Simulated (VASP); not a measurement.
# Pb (P6_3/mmc) in VASP: single point with PBE

Aim: the single point of Pb with PBE.

Program: VASP 6.6.1. These are calculated values, not measurements. Logs are shortened: lines on timing, memory, paths and dates and some standing lists are left out, and cuts for length are marked.

### 1 The cell of the first run

Symmetry: P6_3/mmc, No. 194, hexagonal system. Conventional cell: a = 3.548 Å, b = 3.548 Å, c = 5.700 Å, α = 90.00°, β = 90.00°, γ = 120.00°. Pb (site symmetry -6m2) has 12 Pb at 3.51 to 3.55 Å within 4.6 Å.

This isn't the form of Pb at room conditions, which is fcc.

### 2 Single point, PBE (31.07 Å³/atom)

INCAR reads:

```
SYSTEM = Pb
PREC     = Accurate       ! precision mode
ENCUT    = 520            ! plane-wave cutoff, eV
EDIFF    = 1E-6           ! SCF threshold, eV
ISMEAR   = -1             ! smearing method
SIGMA    = 0.08           ! smearing width, eV
LREAL    = .FALSE.        ! projectors in reciprocal space
LASPH    = .TRUE.         ! aspherical terms in the spheres
NELM     = 60             ! most SCF steps
ALGO     = Normal         ! electronic algorithm
ISIF     = 2              ! what is computed and relaxed
LWAVE    = .FALSE.        ! write WAVECAR
LCHARG   = .FALSE.        ! write CHGCAR
GGA      = PE             ! functional
NBANDS   = 21             ! bands
```

KPOINTS reads:

```
regular mesh
0
G
  14 14 8
  0 0 0
```

POSCAR reads:

```
Pb
1.0
    3.5482533262      0.0000000000      0.0000000000
   -1.7741266631      3.0728775195      0.0000000000
    0.0000000000      0.0000000000      5.6996356773
Pb
2
Direct
    0.3333333333      0.6666666667      0.2500000000
    0.6666666667      0.3333333333      0.7500000000
```

Potentials or basis: VASP PAW PBE potentials, release 64 (Pb_d).

On the command line:

```console
> cat potpaw_PBE.64/Pb_d/POTCAR > POTCAR
> mpirun -np 1 vasp_std > vasp.out
```

OUTCAR:

```text
SYSTEM = Pb
   PREC = Accurate
   ENCUT = 520
   EDIFF = 1E-6
   ISMEAR = -1
   LREAL = .FALSE.
   LASPH = .TRUE.
   NELM = 60
   ISIF = 2
   GGA = PE

 ion  position               nearest neighbor table
   1  0.333  0.667  0.250-   2 3.51   2 3.51   2 3.51   2 3.51   2 3.51   2 3.51
   2  0.667  0.333  0.750-   1 3.51   1 3.51   1 3.51   1 3.51   1 3.51   1 3.51

  LATTYP: Found a hexagonal cell.
 ALAT       =     3.5482533262
 C/A-ratio  =     1.6063215203

  Lattice vectors:

 A1 = (   3.5482533262,   0.0000000000,   0.0000000000)
 A2 = (  -1.7741266631,   3.0728775195,   0.0000000000)
 A3 = (   0.0000000000,   0.0000000000,   5.6996356773)

Analysis of symmetry for initial positions (statically):
=====================================================================
 Subroutine PRICEL returns:
 Original cell was already a primitive cell.

 Routine SETGRP: Setting up the symmetry group for a
 hexagonal supercell.

 Subroutine GETGRP returns: Found 24 space group operations
 (whereof 12 operations were pure point group operations)
 out of a pool of 24 trial point group operations.

The static configuration has the point symmetry D_3d.
 The point group associated with its full space group is D_6h.

Analysis of symmetry for dynamics (positions and initial velocities):
=====================================================================
 Subroutine PRICEL returns:
 Original cell was already a primitive cell.

 Routine SETGRP: Setting up the symmetry group for a
 hexagonal supercell.

 Subroutine GETGRP returns: Found 24 space group operations
 (whereof 12 operations were pure point group operations)
 out of a pool of 24 trial point group operations.

The dynamic configuration has the point symmetry D_3d.
 The point group associated with its full space group is D_6h.

 Subroutine INISYM returns: Found 24 space group operations
 (whereof 12 operations are pure point group operations),
 and found     1 'primitive' translations

----------------------------------------------------------------------------------------

                                     Primitive cell

  volume of cell :      62.1451

  direct lattice vectors                    reciprocal lattice vectors
     3.548253326  0.000000000  0.000000000     0.281828806  0.162713937  0.000000000
    -1.774126663  3.072877519  0.000000000     0.000000000  0.325427875  0.000000000
     0.000000000  0.000000000  5.699635677     0.000000000  0.000000000  0.175449811

  length of vectors
     3.548253326  3.548253326  5.699635677     0.325427875  0.325427875  0.175449811

  position of ions in fractional coordinates (direct lattice)
     0.333333333  0.666666667  0.250000000
     0.666666667  0.333333333  0.750000000

  ion indices of the primitive-cell ions
   primitive index   ion index
                 1           1
                 2           2

----------------------------------------------------------------------------------------

 KPOINTS: regular mesh

Automatic generation of k-mesh.
 Grid dimensions read from file:
 generate k-points for:   14   14    8

 Generating k-lattice:

  Cartesian coordinates                     Fractional coordinates (reciprocal lattice)
     0.020130629  0.011622424  0.000000000     0.071428571  0.000000000  0.000000000
     0.000000000  0.023244848  0.000000000     0.000000000  0.071428571  0.000000000
     0.000000000  0.000000000  0.021931226     0.000000000  0.000000000  0.125000000

  Length of vectors
     0.023244848  0.023244848  0.021931226

  Shift w.r.t. Gamma in fractional coordinates (k-lattice)
     0.000000000  0.000000000  0.000000000

 Subroutine IBZKPT returns following result:
 ===========================================

 Found    120 irreducible k-points:

 Following reciprocal coordinates:
            Coordinates               Weight
  0.000000  0.000000  0.000000      1.000000
  0.071429  0.000000  0.000000      6.000000
  0.142857  0.000000  0.000000      6.000000
  0.214286  0.000000  0.000000      6.000000
  0.285714  0.000000  0.000000      6.000000
  0.357143 -0.000000  0.000000      6.000000
[... 16 lines left out ...]
  0.285714  0.285714  0.000000      6.000000
  0.357143  0.285714  0.000000      6.000000
 [... further k-points ...]
   k-points           NKPTS =    120   k-points in BZ     NKDIM =    120   number of bands    NBANDS=     21
   number of dos      NEDOS =    301   number of ions     NIONS =      2
   total plane-waves  NPLWV =  32928
   dimension x,y,z NGX =    28 NGY =   28 NGZ =   42
   dimension x,y,z NGXF=    56 NGYF=   56 NGZF=   84
   ions per type =               2
   NGX,Y,Z   is equivalent  to a cutoff of  13.12, 13.12, 12.25 a.u.
   NGXF,Y,Z  is equivalent  to a cutoff of  26.24, 26.24, 24.50 a.u.
 SYSTEM =  Pb
   PREC   = accura    normal or accurate (medium, high low for compatibility)
   ISTART =      0    job   : 0-new  1-cont  2-samecut
   ICHARG =      2    charge: 1-file 2-atom 10-const
   ISPIN  =      1    spin polarized calculation?
   LNONCOLLINEAR =      F non collinear calculations
   LSORBIT =      F    spin-orbit coupling
   LASPH  =      T    aspherical Exc in radial PAW
   ENCUT  =  520.0 eV  38.22 Ry    6.18 a.u.   6.60  6.60 10.60*2*pi/ulx,y,z
   NELM   =     60;   NELMIN=  2; NELMDL= -5     # of ELM steps
   EDIFF  = 0.1E-05   stopping-criterion for ELM
   LREAL  =      F    real-space projection
   EDIFFG = 0.1E-04   stopping-criterion for IOM
   NSW    =      0    number of steps for IOM
   IBRION =     -1    ionic relax: 0-MD 1-quasi-New 2-CG
   NFREE  =      0    steps in history (QN), initial steepest desc. (CG)
   ISIF   =      2    stress and relaxation
   ISYM   =      2    0-nonsym 1-usesym 2-fastsym
   POTIM  = 0.5000    time-step for ionic-motion
   TEBEG  =    0.0;   TEEND  =   0.0 temperature during run
   PSTRESS=    0.0 pullay stress
   NELECT =      28.0000    total number of electrons
   NUPDOWN=      -1.0000    fix difference up-down
   EMIN   =  10.00;   EMAX   =-10.00  energy-range for DOS
   EFERMI =   0.00;   METHOD = LEGACY
   ISMEAR =    -1;   SIGMA  =   0.08  broadening in eV -4-tet -1-fermi 0-gaus
   EFERMI_NEDOS =   21; number of points for ismear=-14 and -15
   IALGO  =     38    algorithm
   IMIX   =      4    mixing-type and parameters
     AMIX     =   0.40;   BMIX     =  1.00
     AMIX_MAG =   1.60;   BMIX_MAG =  1.00
  volume/ion in A,a.u.               =      31.07       209.69
  Fermi-wavevector in a.u.,A,eV,Ry     =   1.255043  2.371687 21.430976  1.575132
  Thomas-Fermi vector in A             =   2.388819
   LORBIT       =      0    0 simple, 1 ext, 2 COOP (PROOUT), +10 PAW based schemes
   GGA     = PE    functional components
   LHFCALC =     F    Hartree Fock is set to
   AEXX    =    0.0000 exact exchange contribution
   IVDW    =     0    specifies the selected vdW correction
   LEPSILON=     F    determine dielectric tensor
   LRPA    =     F    only Hartree local field effects (RPA)
 non-spin polarized calculation
  energy-cutoff  :      520.00
  volume of cell :       62.15
 maximum number of plane-waves:      1711
 NGX is ok and might be reduce to    28
   NGX = 13   NGY = 13   NGZ = 21

 number of electron      28.0000000 magnetization

 Free energy of the ion-electron system (eV)
  ---------------------------------------------------
  ext. energy  EPLUGINS =         0.00000000
  ---------------------------------------------------
  free energy    TOTEN  =        -7.10049822 eV

  energy without entropy =       -7.07448979  energy(sigma->0) =       -7.08749401

 E-fermi :   6.9750     XC(G=0): -10.0699

 val. band max:        6.9559195744   @ k =   0.2857   0.2143   0.1250
 cond. band min:       6.9769039409   @ k =   0.2143   0.0714   0.1250
 fundamental gap:      0.0209843665
 Fermi energy:         6.9750026384

 k-point     1 :       0.0000    0.0000    0.0000
  band No.  band energies     occupation
      1     -10.0716      2.00000
      2     -10.0393      2.00000
      3     -10.0286      2.00000
      4     -10.0286      2.00000
      5     -10.0084      2.00000
      6     -10.0084      2.00000
[... 13 lines left out ...]
     20      15.9093      0.00000
     21      18.3785      0.00000

 k-point     2 :       0.0714    0.0000    0.0000
  band No.  band energies     occupation
      1     -10.0695      2.00000
      2     -10.0470      2.00000
      3     -10.0179      2.00000
      4     -10.0159      2.00000
      5     -10.0054      2.00000
      6      -9.9980      2.00000
[... 13 lines left out ...]
     20      16.2251      0.00000
     21      17.9484      0.00000

 k-point     3 :       0.1429    0.0000    0.0000
  band No.  band energies     occupation
      1     -10.0825      2.00000
      2     -10.0394      2.00000
      3     -10.0075      2.00000
      4      -9.9924      2.00000
      5      -9.9888      2.00000
      6      -9.9878      2.00000
[... 13 lines left out ...]
     20      17.1749      0.00000
     21      17.2468      0.00000

 k-point     4 :       0.2143    0.0000    0.0000
  band No.  band energies     occupation
      1     -10.1083      2.00000
      2     -10.0286      2.00000
      3     -10.0150      2.00000
      4     -10.0045      2.00000
      5      -9.9964      2.00000
      6      -9.9443      2.00000
[... 13 lines left out ...]
     20      16.4908      0.00000
     21      17.5199      0.00000

 k-point     5 :       0.2857    0.0000    0.0000
  band No.  band energies     occupation
      1     -10.1355      2.00000
      2     -10.0423      2.00000
      3     -10.0330      2.00000
      4     -10.0207      2.00000
      5      -9.9708      2.00000
      6      -9.8958      2.00000
[... 13 lines left out ...]
     20      15.9303      0.00000
     21      17.2735      0.00000

 k-point     6 :       0.3571   -0.0000    0.0000
  band No.  band energies     occupation
      1     -10.1590      2.00000
      2     -10.0688      2.00000
      3     -10.0415      2.00000
      4     -10.0346      2.00000
      5      -9.9453      2.00000
      6      -9.9089      2.00000
[... 13 lines left out ...]
     20      15.5126      0.00000
     21      17.0550      0.00000

 k-point     7 :       0.4286    0.0000    0.0000
  band No.  band energies     occupation
      1     -10.1748      2.00000
      2     -10.0880      2.00000
      3     -10.0485      2.00000
      4     -10.0439      2.00000
      5      -9.9275      2.00000
      6      -9.9224      2.00000
[... 13 lines left out ...]
     20      15.2565      0.00000
     21      16.9209      0.00000
[... 291 lines left out ...]
      1     -10.0869      2.00000
      2     -10.0634      2.00000
      3     -10.0592      2.00000
      4     -10.0194      2.00000
      5      -9.9403      2.00000
      6      -9.9123      2.00000
[... 13 lines left out ...]
     20      17.1667      0.00000
     21      17.7118      0.00000

 k-point    21 :       0.2857    0.2143    0.0000
  band No.  band energies     occupation
      1     -10.1099      2.00000
      2     -10.0739      2.00000
      3     -10.0230      2.00000
      4     -10.0151      2.00000
      5      -9.9314      2.00000
      6      -9.9295      2.00000
[... 13 lines left out ...]
     20      17.1650      0.00000
     21      19.2662      0.00000

 k-point    22 :       0.3571    0.2143    0.0000
  band No.  band energies     occupation
      1     -10.1227      2.00000
      2     -10.0810      2.00000
      3     -10.0094      2.00000
      4      -9.9943      2.00000
      5      -9.9452      2.00000
      6      -9.9214      2.00000
[... 13 lines left out ...]
     20      17.0439      0.00000
     21      20.7082      0.00000

 k-point    23 :       0.2857    0.2857    0.0000
  band No.  band energies     occupation
      1     -10.1262      2.00000
      2     -10.0264      2.00000
      3     -10.0217      2.00000
      4     -10.0008      2.00000
      5      -9.9510      2.00000
      6      -9.9063      2.00000
[... 13 lines left out ...]
     20      18.9884      0.00000
     21      19.1614      0.00000

 k-point    24 :       0.3571    0.2857    0.0000
  band No.  band energies     occupation
      1     -10.1320      2.00000
      2     -10.0255      2.00000
      3      -9.9896      2.00000
      4      -9.9889      2.00000
      5      -9.9641      2.00000
      6      -9.9339      2.00000
[... 13 lines left out ...]
     20      19.0105      0.00000
     21      21.0172      0.00000

 [... further k-points ...]

------------------------ aborting loop because EDIFF is reached ----------------------------------------

  FORCE on cell =-STRESS in cart. coord.  units (eV):
  Direction    XX          YY          ZZ          XY          YZ          ZX
  --------------------------------------------------------------------------------------
  -------------------------------------------------------------------------------------
  Total        0.2305659      0.2305659      0.7790411      0.0000000      0.0000000      0.0000000
  in kB        5.9442721      5.9442721     20.0846369      0.0000000      0.0000000      0.0000000
  external PRESSURE =      10.6577270 kB  Pullay stress =       0.0000000 kB

 VOLUME and BASIS-vectors are now :
 -----------------------------------------------------------------------------
  energy-cutoff  :      520.00
  volume of cell :       62.15
      direct lattice vectors                 reciprocal lattice vectors
     3.548253326  0.000000000  0.000000000     0.281828806  0.162713937  0.000000000
    -1.774126663  3.072877519  0.000000000     0.000000000  0.325427875  0.000000000
     0.000000000  0.000000000  5.699635677     0.000000000  0.000000000  0.175449811

 POSITION                                       TOTAL-FORCE (eV/Angst)
 -----------------------------------------------------------------------------------
     -0.00000      2.04859      1.42491        -0.000000     -0.000000      0.000000
      1.77413      1.02429      4.27473         0.000000      0.000000      0.000000
 -----------------------------------------------------------------------------------
    total drift:                               -0.000000      0.000000     -0.000000

  FREE ENERGIE OF THE ION-ELECTRON SYSTEM (eV)
  ---------------------------------------------------
  free  energy   TOTEN  =        -7.1004982208 eV

  energy  without entropy=       -7.0744897939  energy(sigma->0) =       -7.08749401
```

Wall time 41 s (1 thread of Intel Xeon 6975P-C (Granite Rapids), shared host); peak memory 0.25 GiB.

Results:

```yaml
Free_energy: -7.1005 eV
Pressure: 1.1 GPa
Band_gap_on_the_k_mesh: zero (bands 14 and 15 overlap by 6.98 eV)
```

Stress tensor (GPa, compression positive):
```
0.59 0.00 0.00
0.00 0.59 0.00
0.00 0.00 2.01
```

Levels at points of the mesh, in eV from the Fermi level:
```tsv
k point	band 12	band 13	band 14	band 15	band 16	band 17
(0.00, 0.00, 0.00)	-7.94	-4.01	5.28	5.28	7.06	7.06
(0.50, 0.00, 0.00)	-7.11	-2.79	-1.32	-0.44	1.76	1.93
(0.00, 0.00, 0.50)	-10.36	0.93	0.93	6.13	6.13	6.13
(0.50, 0.00, 0.50)	-7.53	-3.55	-3.55	3.30	3.30	3.56
```

Caveat: spin-orbit coupling is left out, which moves the levels of the heavy elements.

The gap in the log of VASP goes by the Fermi energy; the results here count the filled bands.